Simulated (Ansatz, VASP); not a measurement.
# CsTl: VASP beside Ansatz

```
CELL_PARAMETERS angstrom
0.00000 4.66360 0.00000
0.00000 0.00000 4.66360
9.32719 0.00000 0.00000
ATOMIC_POSITIONS crystal
Cs 0.50000 0.50000 0.25000
Cs 0.50000 0.50000 0.75000
Tl 0.00000 0.00000 0.00000
Tl 0.00000 0.00000 0.50000
```

Alike in both runs: task single point; functional PBE; k mesh 6 × 6 × 4; occupations gaussian, width 0.2 eV; no spin polarisation.

|  | VASP | Ansatz |
| --- | --- | --- |
| version | VASP 6.6.1 | Ansatz 0.2.0 |
| potentials or method | VASP PAW PBE potentials, release 64 (Cs_sv, Tl_d), cutoff 520 eV | scalar-relativistic, plane waves, PAW |
| valence electrons in the cell | 44 | 44 |

```tsv
	VASP	Ansatz	Ansatz less VASP
gap on the k mesh at the Fermi level (eV)	none	none	-
pressure (GPa)	0.0	0.0	+0.01
```

A gap of «none» marks a metal or a gap that the smearing closes. The functional is the same, so the differences come from potentials, cutoffs and numerics.

Spin-orbit coupling is off throughout.
